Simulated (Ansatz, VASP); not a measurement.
## Two plane-wave programs on Sn

File POSCAR:

```
Sn
1.0
   -2.1872157555      2.1872157555      1.4216902411
    2.1872157555     -2.1872157555      1.4216902411
    2.1872157555      2.1872157555     -1.4216902411
Sn
1
Direct
    0.0000000000      0.0000000000      0.0000000000
```

The input INCAR.step1:

```
SYSTEM = Sn
  ALGO = Normal
  EDIFF = 1E-4
  ENCUT = 520
  GGA = PE
  ISMEAR = 0
  LASPH = .TRUE.
  LCHARG = .FALSE.
  LREAL = .FALSE.
  LWAVE = .TRUE.
  NBANDS = 13
  NELM = 100
  PREC = Accurate
  SIGMA = 0.15
```

File INCAR.step2:

```
SYSTEM = Sn
  ALGO = Normal
  EDIFF = 1E-6
  ENCUT = 520
  ISIF = 2
  ISMEAR = 0
  ISTART = 1
  LASPH = .TRUE.
  LCHARG = .FALSE.
  LMIXTAU = .TRUE.
  LREAL = .FALSE.
  LWAVE = .FALSE.
  METAGGA = R2SCAN
  NBANDS = 13
  NELM = 100
  PREC = Accurate
  SIGMA = 0.15
```

Contents of KPOINTS:

```
k-points
0
G
  20 20 20
  0 0 0
```

Input for Ansatz:

```yaml
crystal:
  lattice:
    - [-2.1872157555, 2.1872157555, 1.4216902411]
    - [2.1872157555, -2.1872157555, 1.4216902411]
    - [2.1872157555, 2.1872157555, -1.4216902411]
  atoms:
    - { symbol: Sn, position: [0.0, 0.0, 0.0] }
basis:
  ecutwfc: 500
kpoints:
  mp_grid: { grid: [20, 20, 20] }
hamiltonian:
  xc: r2scan
scf:
  occupations: { method: gaussian, width: 0.15 }
output:
  forces: true
  stress: true
  eigenvalues: true
  write_density: true
  write_potential: true
  elf: true
  volumetric_format: npy
```

Alike in both runs: task single point; functional r2SCAN; k mesh 20 × 20 × 20; occupations gaussian, width 0.15 eV; no spin polarisation.

```csv
,VASP,Ansatz
version,VASP 6.6.1,Ansatz 0.2.0
potentials or method,"VASP PAW PBE potentials, release 64 (Sn_d), cutoff 520 eV","scalar-relativistic, plane waves, PAW"
valence electrons in the cell,14,14
```

Ansatz gave:

| Quantity | Value |
| --- | --- |
| gap on the k mesh at the Fermi level (eV) | none |
| pressure (GPa) | 4.6 |
| traceless stress, the component that is largest in VASP (GPa) | 9.73 |

**Question.** Which values does VASP return?

**Answer.** gap on the k mesh at the Fermi level (eV): none; pressure (GPa): 4.6; traceless stress, the component that is largest in VASP (GPa): 9.77.

VASP's potentials were made for PBE, not for r2SCAN. A gap of «none» marks a metal or a gap that the smearing closes.
